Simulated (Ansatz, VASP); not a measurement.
# One calculation of Cu3O2, two programs

```
CELL_PARAMETERS angstrom
-2.09435 2.09435 3.76860
2.09435 -2.09435 3.76860
2.09435 2.09435 -3.76860
ATOMIC_POSITIONS crystal
Cu 0.25000 0.75000 0.50000
Cu 0.75000 0.25000 0.50000
Cu 0.00000 0.00000 0.00000
O 0.00000 0.50000 0.50000
O 0.50000 0.00000 0.50000
```

Alike in both runs: task single point; functional PBE; k mesh 14 × 14 × 14; occupations gaussian, width 0.15 eV; no spin polarisation.

|  | VASP | Ansatz |
| --- | --- | --- |
| version | VASP 6.6.1 | Ansatz 0.2.0 |
| potentials or method | VASP PAW PBE potentials, release 64 (Cu, O), cutoff 520 eV | scalar-relativistic, plane waves, PAW |
| valence electrons in the cell | 45 | 69 |

|  | VASP | Ansatz | Ansatz less VASP |
| --- | --- | --- | --- |
| gap on the k mesh at the Fermi level (eV) | none | none | - |
| pressure (GPa) | -8.2 | -8.8 | -0.54 |
| traceless stress, the component that is largest in VASP (GPa) | -5.02 | -5.58 | -0.562 |

A gap of «none» marks a metal or a gap that the smearing closes. VASP's potentials hold 45 valence electrons a cell and Ansatz's 69, so a difference there can come from the potentials and not from the codes.
